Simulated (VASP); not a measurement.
HfN, 2 atoms in the cell. Symmetry: Fm-3m, No. 225, cubic system. Conventional cell: a = 4.526 Å, b = 4.526 Å, c = 4.526 Å, α = 90.00°, β = 90.00°, γ = 90.00°. Within 3.0 Å of Hf (site symmetry m-3m) lie 6 N at 2.26 Å. N (site symmetry m-3m) has 6 Hf at 2.26 Å within 3.0 Å. 

* Program: VASP 6.6.1
* Task: single point
* Functional: r2SCAN
* Potentials or basis: VASP PAW PBE potentials, release 64 (Hf_pv, N)
* Cutoff: 520 eV
* k mesh: 11 × 11 × 11
* Occupations: methfessel-paxton, width 0.1 eV
* Spin: no spin polarisation
* Dipole correction: no
* Further INCAR settings: ALGO = Normal; EDIFF = 1e-06; NBANDS = 14

Potentials or basis: VASP PAW PBE potentials, release 64 (Hf_pv, N).

Run with:

```sh
$ cat potpaw_PBE.64/Hf_pv/POTCAR potpaw_PBE.64/N/POTCAR > POTCAR
$ cp INCAR.step1 INCAR
$ mpirun -np 1 vasp_std > vasp.out
$ cp INCAR.step2 INCAR
$ mpirun -np 1 vasp_std > vasp.out
```

Hardware: 1 thread of Intel(R) Xeon(R) 6975P-C (Granite Rapids), with other jobs on the host.

Problem. Estimate the wall time of this run.

Solution. It took 24 s on 1 thread of Intel(R) Xeon(R) 6975P-C (Granite Rapids) (shared host), peak memory 0.16 GiB. Counts: k points 56.
